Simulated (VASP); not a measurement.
# HfO2 (km) (Fm-3m) in VASP: single point with PBEsol

Aim: the single point of HfO2 (km) with PBEsol.

Program: VASP 6.6.1. These are calculated values, not measurements. Logs are shortened: lines on timing, memory, paths and dates and some standing lists are left out, and cuts for length are marked.

### 1 The cell of the first run

Symmetry: Fm-3m, No. 225, cubic system. Conventional cell: a = 5.045 Å, b = 5.045 Å, c = 5.045 Å, α = 90.00°, β = 90.00°, γ = 90.00°. Hf (site symmetry m-3m) has 8 O at 2.18 Å within 2.9 Å. O (site symmetry -43m) has 4 Hf at 2.18 Å and 6 O at 2.52 Å within 2.9 Å.

### 2 Single point, PBEsol

INCAR

```
PREC = Accurate
ENCUT = 600
EDIFF = 1E-6
ISMEAR = 0
SIGMA = 0.02
LREAL = F
LASPH = T
NELM = 120
ALGO = Normal
ISIF = 2
LWAVE = F
LCHARG = F
GGA = PS
NBANDS = 18
GGA_COMPAT = F
```

KPOINTS

```
Automatic mesh
0
Gamma
  6 6 6
```

POSCAR

```
HfO2
1.0
    0.0000000000      2.5222551871      2.5222551871
    2.5222551871      0.0000000000      2.5222551871
    2.5222551871      2.5222551871      0.0000000000
Hf O
1 2
Direct
    0.0000000000      0.0000000000      0.0000000000
    0.7500000000      0.7500000000      0.7500000000
    0.2500000000      0.2500000000      0.2500000000
```

Potentials or basis: VASP PAW PBE potentials, release 64 (Hf_pv, O).

The run is started by

```sh
$ cat potpaw_PBE.64/Hf_pv/POTCAR potpaw_PBE.64/O/POTCAR > POTCAR
$ mpirun -np 1 vasp_std > vasp.out
```

OUTCAR:

```text
PREC = Accurate
   ENCUT = 600
   EDIFF = 1E-6
   ISMEAR = 0
   LREAL = F
   LASPH = T
   NELM = 120
   ISIF = 2
   GGA = PS

 ion  position               nearest neighbor table
   1  0.000  0.000  0.000-   2 2.18   2 2.18   2 2.18   2 2.18   3 2.18   3 2.18   3 2.18   3 2.18

   2  0.750  0.750  0.750-   1 2.18   1 2.18   1 2.18   1 2.18
   3  0.250  0.250  0.250-   1 2.18   1 2.18   1 2.18   1 2.18

  LATTYP: Found a face centered cubic cell.
 ALAT       =     5.0445103742

  Lattice vectors:

 A1 = (   0.0000000000,   2.5222551871,   2.5222551871)
 A2 = (   2.5222551871,   0.0000000000,   2.5222551871)
 A3 = (   2.5222551871,   2.5222551871,   0.0000000000)

Analysis of symmetry for initial positions (statically):
=====================================================================
 Subroutine PRICEL returns:
 Original cell was already a primitive cell.

 Routine SETGRP: Setting up the symmetry group for a
 face centered cubic supercell.

 Subroutine GETGRP returns: Found 48 space group operations
 (whereof 48 operations were pure point group operations)
 out of a pool of 48 trial point group operations.

The static configuration has the point symmetry O_h .

Analysis of symmetry for dynamics (positions and initial velocities):
=====================================================================
 Subroutine PRICEL returns:
 Original cell was already a primitive cell.

 Routine SETGRP: Setting up the symmetry group for a
 face centered cubic supercell.

 Subroutine GETGRP returns: Found 48 space group operations
 (whereof 48 operations were pure point group operations)
 out of a pool of 48 trial point group operations.

The dynamic configuration has the point symmetry O_h .

 Subroutine INISYM returns: Found 48 space group operations
 (whereof 48 operations are pure point group operations),
 and found     1 'primitive' translations

----------------------------------------------------------------------------------------

                                     Primitive cell

  volume of cell :      32.0920

  direct lattice vectors                    reciprocal lattice vectors
[... 73 lines left out ...]
   ICHARG =      2    charge: 1-file 2-atom 10-const
   ISPIN  =      1    spin polarized calculation?
   LNONCOLLINEAR =      F non collinear calculations
   LSORBIT =      F    spin-orbit coupling
   LASPH  =      T    aspherical Exc in radial PAW
   ENCUT  =  600.0 eV  44.10 Ry    6.64 a.u.   7.12  7.12  7.12*2*pi/ulx,y,z
   NELM   =    120;   NELMIN=  2; NELMDL= -5     # of ELM steps
   EDIFF  = 0.1E-05   stopping-criterion for ELM
   LREAL  =      F    real-space projection
   EDIFFG = 0.1E-04   stopping-criterion for IOM
   NSW    =      0    number of steps for IOM
   IBRION =     -1    ionic relax: 0-MD 1-quasi-New 2-CG
   NFREE  =      0    steps in history (QN), initial steepest desc. (CG)
   ISIF   =      2    stress and relaxation
   ISYM   =      2    0-nonsym 1-usesym 2-fastsym
   POTIM  = 0.5000    time-step for ionic-motion
   TEBEG  =    0.0;   TEEND  =   0.0 temperature during run
   PSTRESS=    0.0 pullay stress
   NELECT =      22.0000    total number of electrons
   NUPDOWN=      -1.0000    fix difference up-down
   EMIN   =  10.00;   EMAX   =-10.00  energy-range for DOS
   EFERMI =   0.00;   METHOD = LEGACY
   ISMEAR =     0;   SIGMA  =   0.02  broadening in eV -4-tet -1-fermi 0-gaus
   EFERMI_NEDOS =   21; number of points for ismear=-14 and -15
   IALGO  =     38    algorithm
   IMIX   =      4    mixing-type and parameters
     AMIX     =   0.40;   BMIX     =  1.00
     AMIX_MAG =   1.60;   BMIX_MAG =  1.00
  volume/ion in A,a.u.               =      10.70        72.19
  Fermi-wavevector in a.u.,A,eV,Ry     =   1.443500  2.727819 28.350343  2.083691
  Thomas-Fermi vector in A             =   2.561900
   LORBIT       =      0    0 simple, 1 ext, 2 COOP (PROOUT), +10 PAW based schemes
   GGA     = PS    functional components
   LHFCALC =     F    Hartree Fock is set to
   AEXX    =    0.0000 exact exchange contribution
   IVDW    =     0    specifies the selected vdW correction
   LEPSILON=     F    determine dielectric tensor
   LRPA    =     F    only Hartree local field effects (RPA)
 non-spin polarized calculation
 Gauss-broadening in eV      SIGMA  =   0.02
  energy-cutoff  :      600.00
  volume of cell :       32.09
 maximum number of plane-waves:      1090
   NGX = 15   NGY = 15   NGZ = 15

 number of electron      21.9999993 magnetization

 Free energy of the ion-electron system (eV)
  ---------------------------------------------------
  ext. energy  EPLUGINS =         0.00000000
  ---------------------------------------------------
  free energy    TOTEN  =       -31.63676984 eV

  energy without entropy =      -31.63676984  energy(sigma->0) =      -31.63676984

 E-fermi :   4.4476     XC(G=0): -12.1855

 val. band max:        4.2598179125   @ k =   0.5000   0.5000   0.0000
 cond. band min:       7.9710390380   @ k =   0.5000   0.5000   0.0000
 fundamental gap:      3.7112211255
 Fermi energy:         4.4475736342

 k-point     1 :       0.0000    0.0000    0.0000
  band No.  band energies     occupation
      1     -25.2966      2.00000
      2     -25.2966      2.00000
      3     -25.2966      2.00000
      4     -14.5231      2.00000
      5     -11.3473      2.00000
      6      -1.2353      2.00000
[... 313 lines left out ...]
      5     -12.3409      2.00000
      6      -1.7789      2.00000
[... 10 lines left out ...]
     17      17.2804      0.00000
     18      17.8042      0.00000

------------------------ aborting loop because EDIFF is reached ----------------------------------------

  FORCE on cell =-STRESS in cart. coord.  units (eV):
  Direction    XX          YY          ZZ          XY          YZ          ZX
  --------------------------------------------------------------------------------------
  -------------------------------------------------------------------------------------
  Total       -0.8087506     -0.8087506     -0.8087506      0.0000000      0.0000000      0.0000000
  in kB      -40.3764511    -40.3764511    -40.3764511      0.0000000      0.0000000      0.0000000
  external PRESSURE =     -40.3764511 kB  Pullay stress =       0.0000000 kB

 VOLUME and BASIS-vectors are now :
 -----------------------------------------------------------------------------
  energy-cutoff  :      600.00
  volume of cell :       32.09
      direct lattice vectors                 reciprocal lattice vectors
     0.000000000  2.522255187  2.522255187    -0.198235295  0.198235295  0.198235295
     2.522255187  0.000000000  2.522255187     0.198235295 -0.198235295  0.198235295
     2.522255187  2.522255187  0.000000000     0.198235295  0.198235295 -0.198235295

 POSITION                                       TOTAL-FORCE (eV/Angst)
 -----------------------------------------------------------------------------------
      0.00000      0.00000      0.00000         0.000000      0.000000      0.000000
      3.78338      3.78338      3.78338        -0.000000     -0.000000     -0.000000
      1.26113      1.26113      1.26113         0.000000      0.000000      0.000000
 -----------------------------------------------------------------------------------
    total drift:                                0.000000      0.000000      0.000000

  FREE ENERGIE OF THE ION-ELECTRON SYSTEM (eV)
  ---------------------------------------------------
  free  energy   TOTEN  =       -31.6367698391 eV

  energy  without entropy=      -31.6367698391  energy(sigma->0) =      -31.63676984
```

stdout:

```text
POSCAR found type information on POSCAR HfO
 POSCAR found :  2 types and       3 ions
 scaLAPACK will be used
 -----------------------------------------------------------------------------
|                                                                             |
|                                                                             |
|     You enforced a specific xc type in the INCAR file but a different       |
|     I HOPE YOU KNOW WHAT YOU ARE DOING!                                     |
|                                                                             |
 -----------------------------------------------------------------------------

 LDA part: xc-table for (Slater+PW92), standard interpolation
 POSCAR, INCAR and KPOINTS ok, starting setup
 FFT: planning ... GRIDC
 FFT: planning ... GRID_SOFT
 FFT: planning ... GRID
 WAVECAR not read
 entering main loop
```

It took 25 s on 1 thread of AMD EPYC 7R13, shared host; peak memory 0.13 GiB.

What came out:

| Item | Value |
| --- | --- |
| Free energy | -31.6368 eV |
| Pressure | -4.0 GPa |
| Band gap on the k mesh | 3.71 eV, direct |

Levels at points of the mesh, in eV from the valence-band top:
```tsv
k point	band 9	band 10	band 11	band 12	band 13	band 14
(0.00, 0.00, 0.00)	-0.62	-0.62	-0.62	3.82	3.82	5.77
(0.50, 0.00, 0.00)	-2.81	-1.87	-1.87	4.58	4.58	7.10
(0.50, 0.50, 0.00)	-1.57	-1.57	0.00	3.71	5.51	6.73
```

Caveat: the PAW data sets were made with another functional, which shifts forces and pressure a little; spin-orbit coupling is left out, which moves the levels of the heavy elements. Expect the measured gap to be larger: semilocal functionals such as PBEsol lack the derivative discontinuity.
